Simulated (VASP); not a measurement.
Here is a VASP 6.6.1 calculation.

The input INCAR:

```
SYSTEM = Te2Mo
PREC     = Accurate       ! precision mode
ENCUT    = 520            ! plane-wave cutoff, eV
EDIFF    = 1E-6           ! SCF threshold, eV
ISMEAR   = -1             ! smearing method
SIGMA    = 0.05           ! smearing width, eV
LREAL    = .FALSE.        ! projectors in reciprocal space
LASPH    = .TRUE.         ! aspherical terms in the spheres
NELM     = 80             ! most SCF steps
ALGO     = Normal         ! electronic algorithm
ISIF     = 2              ! what is computed and relaxed
LWAVE    = .FALSE.        ! write WAVECAR
LCHARG   = .TRUE.         ! write CHGCAR
GGA      = PS             ! functional
LELF     = .TRUE.         ! ELF
LVHAR    = .TRUE.       
NBANDS   = 35             ! bands
```

The input KPOINTS:

```
Automatic mesh
0
G
  9 9 2
  0 0 0
```

File POSCAR:

```
Te2Mo
1.0
    3.5603917377      0.0000000000      0.0000000000
   -1.7801958688      3.0833896922      0.0000000000
    0.0000000000      0.0000000000     24.8112624000
Te Mo
4 2
Direct
    0.3333333333      0.6666666667      0.2236394800
    0.6666666667      0.3333333333      0.9206288600
    0.6666666667      0.3333333333      0.7763605200
    0.3333333333      0.6666666667      0.0793711400
    0.6666666667      0.3333333333      0.1515414900
    0.3333333333      0.6666666667      0.8484585100
```

Potentials or basis: VASP PAW PBE potentials, release 64 (Te, Mo_sv).

Run with:

```bash
$ cat potpaw_PBE.64/Te/POTCAR potpaw_PBE.64/Mo_sv/POTCAR > POTCAR
$ mpirun -np 1 vasp_std > vasp.out
```

Problem. What does it give for the band gap on the k mesh?

Solution. 1.02 eV.

Problem. Estimate the largest force.

Solution. 0.136 eV/Å.

Forces on the atoms (eV/Å):
```
Te   0.000  0.000 -0.136
Te   0.000  0.000 -0.073
Te   0.000  0.000  0.136
Te   0.000  0.000  0.073
Mo   0.000  0.000 -0.006
Mo   0.000  0.000  0.006
```

Caveat: the PAW data sets were made with another functional, which shifts forces and pressure a little; spin-orbit coupling is left out, which moves the levels of the heavy elements.
